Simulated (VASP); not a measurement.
# Al (Im-3m) in VASP: relaxation of cell and atoms with r2SCAN

Aim: the relaxation of cell and atoms of Al with r2SCAN.

Program: VASP 6.6.1. These are calculated values, not measurements. Logs are shortened: lines on timing, memory, paths and dates and some standing lists are left out, and cuts for length are marked.

**1. The cell of the first run**

The structure is cubic, space group Im-3m (No. 229). Conventional cell: a = 3.182 Å, b = 3.182 Å, c = 3.182 Å, α = 90.00°, β = 90.00°, γ = 90.00°. Al (site symmetry m-3m) has 14 Al at 2.76 to 3.18 Å within 3.6 Å.

This isn't the form of Al at room conditions, which is fcc.

**2. Relaxation of cell and atoms, r2SCAN**

POSCAR reads:

```
Al
1.0
   -1.5912186900      1.5912186900      1.5912186900
    1.5912186900     -1.5912186900      1.5912186900
    1.5912186900      1.5912186900     -1.5912186900
Al
1
Direct
    0.0000000000      0.0000000000      0.0000000000
```

INCAR.step1 reads:

```
SYSTEM = Al
ALGO = Normal
EDIFF = 1E-4
ENCUT = 600
GGA = PE
ISMEAR = 0
LASPH = .True.
LCHARG = .False.
LREAL = .False.
LWAVE = .True.
NELM = 60
PREC = Accurate
SIGMA = 0.1
```

INCAR.step2 reads:

```
SYSTEM = Al
ALGO = Normal
EDIFF = 1E-6
EDIFFG = -0.01
ENCUT = 600
IBRION = 2
ISIF = 3
ISMEAR = 0
ISTART = 1
LASPH = .True.
LCHARG = .False.
LMIXTAU = .True.
LREAL = .False.
LWAVE = .False.
METAGGA = R2SCAN
NELM = 60
NSW = 100
PREC = Accurate
SIGMA = 0.1
```

KPOINTS reads:

```
k-points
0
Gamma
  24 24 24
  0 0 0
```

Potentials or basis: VASP PAW PBE potentials, release 64 (Al).

On the command line:

```sh
$ cat potpaw_PBE.64/Al/POTCAR > POTCAR
$ cp INCAR.step1 INCAR
$ mpirun -np 1 vasp_std > vasp.out
$ cp INCAR.step2 INCAR
$ mpirun -np 1 vasp_std > vasp.out
```

OUTCAR:

```text
SYSTEM = Al
   EDIFF = 1E-6
   EDIFFG = -0.01
   ENCUT = 600
   IBRION = 2
   ISIF = 3
   ISMEAR = 0
   ISTART = 1
   LASPH = .True.
   LREAL = .False.
   METAGGA = R2SCAN
   NELM = 60
   NSW = 100
   PREC = Accurate

 ion  position               nearest neighbor table
   1  0.000  0.000  0.000-

  LATTYP: Found a body centered cubic cell.
 ALAT       =     3.1824373800

  Lattice vectors:

 A1 = (  -1.5912186900,   1.5912186900,   1.5912186900)
 A2 = (   1.5912186900,  -1.5912186900,   1.5912186900)
 A3 = (   1.5912186900,   1.5912186900,  -1.5912186900)

Analysis of symmetry for initial positions (statically):
=====================================================================
 Subroutine PRICEL returns:
 Original cell was already a primitive cell.

 Routine SETGRP: Setting up the symmetry group for a
 body centered cubic supercell.

 Subroutine GETGRP returns: Found 48 space group operations
 (whereof 48 operations were pure point group operations)
 out of a pool of 48 trial point group operations.

The static configuration has the point symmetry O_h .

Analysis of symmetry for dynamics (positions and initial velocities):
=====================================================================
 Subroutine PRICEL returns:
 Original cell was already a primitive cell.

 Routine SETGRP: Setting up the symmetry group for a
 body centered cubic supercell.

 Subroutine GETGRP returns: Found 48 space group operations
 (whereof 48 operations were pure point group operations)
 out of a pool of 48 trial point group operations.

The dynamic configuration has the point symmetry O_h .

 Subroutine INISYM returns: Found 48 space group operations
 (whereof 48 operations are pure point group operations),
 and found     1 'primitive' translations

----------------------------------------------------------------------------------------

                                     Primitive cell

  volume of cell :      16.1157

  direct lattice vectors                    reciprocal lattice vectors
[... 141 lines left out ...]
  --------------------------------------------------------------------------------------
  -------------------------------------------------------------------------------------
  Total        0.0195057      0.0195057      0.0195057      0.0000000      0.0000000      0.0000000
  in kB        1.9392025      1.9392025      1.9392025      0.0000000      0.0000000      0.0000000
  external PRESSURE =       1.9392025 kB  Pullay stress =       0.0000000 kB

 VOLUME and BASIS-vectors are now :
 -----------------------------------------------------------------------------
  energy-cutoff  :      600.00
  volume of cell :       16.12
      direct lattice vectors                 reciprocal lattice vectors
    -1.591218690  1.591218690  1.591218690     0.000000000  0.314224565  0.314224565
     1.591218690 -1.591218690  1.591218690     0.314224565  0.000000000  0.314224565
     1.591218690  1.591218690 -1.591218690     0.314224565  0.314224565  0.000000000

 POSITION                                       TOTAL-FORCE (eV/Angst)
 -----------------------------------------------------------------------------------
      0.00000      0.00000      0.00000         0.000000     -0.000000      0.000000
 -----------------------------------------------------------------------------------
    total drift:                                0.000000      0.000000      0.000000

  FREE ENERGIE OF THE ION-ELECTRON SYSTEM (eV)
  ---------------------------------------------------
  free  energy   TOTEN  =        -6.6252438612 eV

  energy  without entropy=       -6.6232119949  energy(sigma->0) =       -6.62422793

--------------------------------------- Ionic step        2  -------------------------------------------

 number of electron       3.0000000 magnetization

 Free energy of the ion-electron system (eV)
  ---------------------------------------------------
  ext. energy  EPLUGINS =         0.00000000
  ---------------------------------------------------
  free energy    TOTEN  =        -6.62526370 eV

  energy without entropy =       -6.62324487  energy(sigma->0) =       -6.62425429

 E-fermi :   8.2689     XC(G=0): -10.9988

 val. band max:        8.2553316480   @ k =  -0.3750   0.4167   0.1667
 cond. band min:       8.2728606167   @ k =  -0.3333   0.4167   0.0417
 fundamental gap:      0.0175289687
 Fermi energy:         8.2689332084

 k-point     1 :       0.0000    0.0000    0.0000
  band No.  band energies     occupation
      1      -3.7574      2.00000
      2      22.4137      0.00000
      3      22.4137      0.00000
      4      22.4137      0.00000
      5      24.4898      0.00000
[... 177 lines left out ...]
 k-point    24 :       0.4583    0.0417    0.0000
  band No.  band energies     occupation
      1       3.1606      2.00000
      2       4.6147      2.00000
      3      16.0927      0.00000
      4      17.3245      0.00000
      5      19.4436      0.00000

 [... further k-points ...]

------------------------ aborting loop because EDIFF is reached ----------------------------------------

  FORCE on cell =-STRESS in cart. coord.  units (eV):
  Direction    XX          YY          ZZ          XY          YZ          ZX
  --------------------------------------------------------------------------------------
  -------------------------------------------------------------------------------------
  Total        0.0000592      0.0000592      0.0000592      0.0000000     -0.0000000     -0.0000000
  in kB        0.0058732      0.0058732      0.0058732      0.0000000     -0.0000000     -0.0000000
  external PRESSURE =       0.0058732 kB  Pullay stress =       0.0000000 kB

 VOLUME and BASIS-vectors are now :
 -----------------------------------------------------------------------------
  energy-cutoff  :      600.00
  volume of cell :       16.16
      direct lattice vectors                 reciprocal lattice vectors
    -1.592716040  1.592716040  1.592716040     0.000000000  0.313929155  0.313929155
     1.592716040 -1.592716040  1.592716040     0.313929155  0.000000000  0.313929155
     1.592716040  1.592716040 -1.592716040     0.313929155  0.313929155  0.000000000

 POSITION                                       TOTAL-FORCE (eV/Angst)
 -----------------------------------------------------------------------------------
      0.00000      3.18543      0.00000        -0.000000     -0.000000      0.000000
 -----------------------------------------------------------------------------------
    total drift:                                0.000000      0.000000     -0.000000

  FREE ENERGIE OF THE ION-ELECTRON SYSTEM (eV)
  ---------------------------------------------------
  free  energy   TOTEN  =        -6.6252637003 eV

  energy  without entropy=       -6.6232448708  energy(sigma->0) =       -6.62425429

 reached required accuracy - stopping structural energy minimisation
```

OUTCAR.step1:

```text
SYSTEM = Al
   EDIFF = 1E-4
   ENCUT = 600
   GGA = PE
   ISMEAR = 0
   LASPH = .True.
[... 410 lines left out ...]
 -----------------------------------------------------------------------------------
      0.00000      0.00000      0.00000        -0.000000     -0.000000     -0.000000
 -----------------------------------------------------------------------------------
    total drift:                                0.000000     -0.000000      0.000000

  FREE ENERGIE OF THE ION-ELECTRON SYSTEM (eV)
  ---------------------------------------------------
  free  energy   TOTEN  =        -3.6425910028 eV

  energy  without entropy=       -3.6408148037  energy(sigma->0) =       -3.64170290
```

Run time: 48 s. Hardware: 1 thread of Intel Xeon 6975P-C (Granite Rapids), shared host; peak memory 0.16 GiB.

Results:

| Property | Result |
| --- | --- |
| Free energy | -6.6253 eV |
| Relaxed volume | 16.16 Å³/atom |
| Relaxed cell | a = 2.759 Å, b = 2.759 Å, c = 2.759 Å, α = 109.47°, β = 109.47°, γ = 109.47° |
| Space group after relaxing (to 0.1 Å) | Im-3m (No. 229) |
| Energy gained by relaxing | 0.0 meV/atom |
| Ionic steps | 2 |
| Pressure after relaxing | 0.0 GPa |
| Band gap on the k mesh | zero (an odd number of electrons rules out a gap without spin polarisation) |

Final structure:
```
CELL_PARAMETERS angstrom
-1.59272 1.59272 1.59272
1.59272 -1.59272 1.59272
1.59272 1.59272 -1.59272
ATOMIC_POSITIONS crystal
Al 0.00000 0.00000 0.00000
```

Levels at points of the mesh, in eV from the Fermi level:
```tsv
k point	band 1	band 2	band 3	band 4	band 5
(0.00, 0.00, 0.00)	-12.03	14.14	14.14	14.14	16.22
(0.50, 0.00, 0.00)	-4.81	-4.05	8.71	8.97	10.77
(0.50, 0.50, 0.50)	2.02	2.02	2.02	2.92	2.92
```

Caveat: the PAW data sets were made with another functional, which shifts forces and pressure a little.
